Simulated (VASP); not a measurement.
Wanted: the native input for a VASP 6.6.1 run.

```yaml
Task: relaxation of cell and atoms
Functional: r2SCAN
Potentials_or_basis: VASP PAW PBE potentials, release 64 (Si, B)
Cutoff: 600 eV
k_mesh: 8 × 8 × 8
Occupations: gaussian, width 0.1 eV
Spin: no spin polarisation
Dipole_correction: no
Further_INCAR_settings: ALGO = Normal; EDIFF = 1e-06; IBRION = 2; EDIFFG = -0.01; NSW = 100; ISIF = 3
```

Crystal: Si2B.

```
Si B
1.0
     4.53950    0.00000    0.00000
     0.00000    4.53950    0.00000
     0.00000    0.00000    4.53950
Si B
4 2
Direct
  0.25000 0.25000 0.25000
  0.25000 0.75000 0.75000
  0.75000 0.75000 0.25000
  0.75000 0.25000 0.75000
  0.00000 0.00000 0.00000
  0.50000 0.50000 0.50000
```

The input as run:

POSCAR

```
Si2B
1.0
    4.5395019481      0.0000000000      0.0000000000
    0.0000000000      4.5395019481      0.0000000000
    0.0000000000      0.0000000000      4.5395019481
Si B
4 2
Direct
    0.2500000000      0.2500000000      0.2500000000
    0.2500000000      0.7500000000      0.7500000000
    0.7500000000      0.7500000000      0.2500000000
    0.7500000000      0.2500000000      0.7500000000
    0.0000000000      0.0000000000      0.0000000000
    0.5000000000      0.5000000000      0.5000000000
```

INCAR.step1

```
SYSTEM = Si2B
  PREC = Accurate
  ENCUT = 600
  ISMEAR = 0
  SIGMA = 0.1
  LREAL = .FALSE.
  LASPH = .TRUE.
  NELM = 80
  GGA = PE
  ALGO = Normal
  EDIFF = 1E-4
  LWAVE = .TRUE.
  LCHARG = .FALSE.
```

INCAR.step2

```
SYSTEM = Si2B
  PREC = Accurate
  ENCUT = 600
  EDIFF = 1E-6
  ISMEAR = 0
  SIGMA = 0.1
  LREAL = .FALSE.
  LASPH = .TRUE.
  NELM = 80
  ALGO = Normal
  ISIF = 3
  LWAVE = .FALSE.
  LCHARG = .FALSE.
  METAGGA = R2SCAN
  LMIXTAU = .TRUE.
  IBRION = 2
  NSW = 100
  EDIFFG = -0.01
  ISTART = 1
```

KPOINTS

```
Automatic mesh
0
G
  8 8 8
  0 0 0
```

Potentials or basis: VASP PAW PBE potentials, release 64 (Si, B).

Run with:

```console
$ cat potpaw_PBE.64/Si/POTCAR potpaw_PBE.64/B/POTCAR > POTCAR
$ cp INCAR.step1 INCAR
$ mpirun -np 1 vasp_std > vasp.out
$ cp INCAR.step2 INCAR
$ mpirun -np 1 vasp_std > vasp.out
```

It gave:

```yaml
Relaxed_volume: 15.46 Å³/atom
Relaxed_cell: a = 4.527 Å, b = 4.527 Å, c = 4.527 Å, α = 90.00°, β = 90.00°, γ = 90.00°
Space_group_after_relaxing_to_0.1_Å: Pn-3m (No. 224)
Energy_gained_by_relaxing: 0.3 meV/atom
Ionic_steps: 3
Pressure_after_relaxing: 0.0 GPa
Band_gap_on_the_k_mesh: zero (bands 11 and 12 overlap by 2.19 eV)
```

Caveat: the PAW data sets were made with another functional, which shifts forces and pressure a little.

Run time: 4.2 min on 1 thread of Oxide Virtual Turin-like Processor, on a shared host, peak memory 0.21 GiB.
